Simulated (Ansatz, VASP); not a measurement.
**W in VASP and in Ansatz**

The input INCAR:

```
PREC     = Accurate       # precision mode
ENCUT    = 520            # plane-wave cutoff, eV
EDIFF    = 1E-6           # SCF threshold, eV
ISMEAR   = -1             # smearing method
SIGMA    = 0.05           # smearing width, eV
LREAL    = F              # projectors in reciprocal space
LASPH    = T              # aspherical terms in the spheres
NELM     = 60             # most SCF steps
ALGO     = Normal         # electronic algorithm
ISIF     = 2              # what is computed and relaxed
LWAVE    = F              # write WAVECAR
LCHARG   = F              # write CHGCAR
GGA      = PS             # functional
NBANDS   = 21             # bands
```

Contents of KPOINTS:

```
regular mesh
0
Gamma
  10 10 10
```

Contents of POSCAR:

```
W
1.0
    0.0000000000      2.7225927735      2.7225927735
    2.7225927735      0.0000000000      2.7225927735
    2.7225927735      2.7225927735      0.0000000000
W
2
Direct
   -0.1475000000     -0.1175000000     -0.1175000000
    0.1475000000      0.1175000000      0.1175000000
```

Input for Ansatz:

```yaml
crystal:
  lattice:
    - [0.0, 2.7225927735, 2.7225927735]
    - [2.7225927735, 0.0, 2.7225927735]
    - [2.7225927735, 2.7225927735, 0.0]
  atoms:
    - { symbol: W, position: [-0.1475, -0.1175, -0.1175] }
    - { symbol: W, position: [0.1475, 0.1175, 0.1175] }
kpoints:
  mp_grid: { grid: [10, 10, 10] }
scf:
  occupations: { method: fermi_dirac, width: 0.05 }
hamiltonian:
  xc: pbesol
  pseudopotentials: { kind: paw }
output:
  forces: true
  stress: true
  eigenvalues: true
  populations: true
```

Change from the starting cell: shortest bond scaled by 0.94, PAW files.

Alike in both runs: task single point; functional PBEsol; k mesh 10 × 10 × 10; occupations fermi-dirac, width 0.05 eV; no spin polarisation.

|  | VASP | Ansatz |
| --- | --- | --- |
| version | VASP 6.6.1 | Ansatz 0.2.0 |
| potentials or method | VASP PAW PBE potentials, release 64 (W_sv) | PAW with Ansatz's default frozen-core files, scalar-relativistic |
| plane-wave cutoff (eV) | 520 | 420 |
| valence electrons in the cell | 28 | 28 |

|  | VASP | Ansatz | Ansatz less VASP |
| --- | --- | --- | --- |
| pressure (GPa) | 32.7 | 30.3 | -2.34 |
| traceless stress, the component that is largest in VASP (GPa) | -10.48 | -9.47 | +1.015 |
| rms of the force components (eV/Å) | 1.339 | 1.143 | -0.1959 |

VASP's potentials were made for PBE, not for PBEsol. Atom by atom the forces differ by 0.196 eV/Å (rms over components). Both programs put the cell under a high pressure, so it lies far from rest at this level.

Spin-orbit coupling is off throughout.
